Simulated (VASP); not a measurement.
TiRe, 2 atoms in the cell. The structure is cubic, space group Pm-3m (No. 221). Conventional cell: a = 2.946 Å, b = 2.946 Å, c = 2.946 Å, α = 90.00°, β = 90.00°, γ = 90.00°. Within 3.4 Å of Ti (site symmetry m-3m) lie 8 Re at 2.55 Å and 6 Ti at 2.95 Å. Within 3.4 Å of Re (site symmetry m-3m) lie 8 Ti at 2.55 Å and 6 Re at 2.95 Å. 

* Program: VASP 6.6.1
* Task: single point
* Functional: PBEsol
* Potentials or basis: VASP PAW PBE potentials, release 64 (Ti_sv, Re)
* Cutoff: 520 eV
* k mesh: 6 × 6 × 6
* Occupations: methfessel-paxton, width 0.05 eV
* Spin: no spin polarisation
* Dipole correction: no
* Further INCAR settings: ALGO = Normal; EDIFF = 1e-06; NBANDS = 16

Potentials or basis: VASP PAW PBE potentials, release 64 (Ti_sv, Re).

The run is started by

```console
$ cat potpaw_PBE.64/Ti_sv/POTCAR potpaw_PBE.64/Re/POTCAR > POTCAR
$ mpirun -np 1 vasp_std > vasp.out
```

Hardware: 1 thread of Intel(R) Xeon(R) 6975P-C (Granite Rapids), on a shared host.

Problem. Estimate the wall time of this run.

Solution. Run time: 4 s on 1 thread of Intel(R) Xeon(R) 6975P-C (Granite Rapids) (shared host), peak memory 0.14 GiB. Counts: scf iterations 13, k points 20.
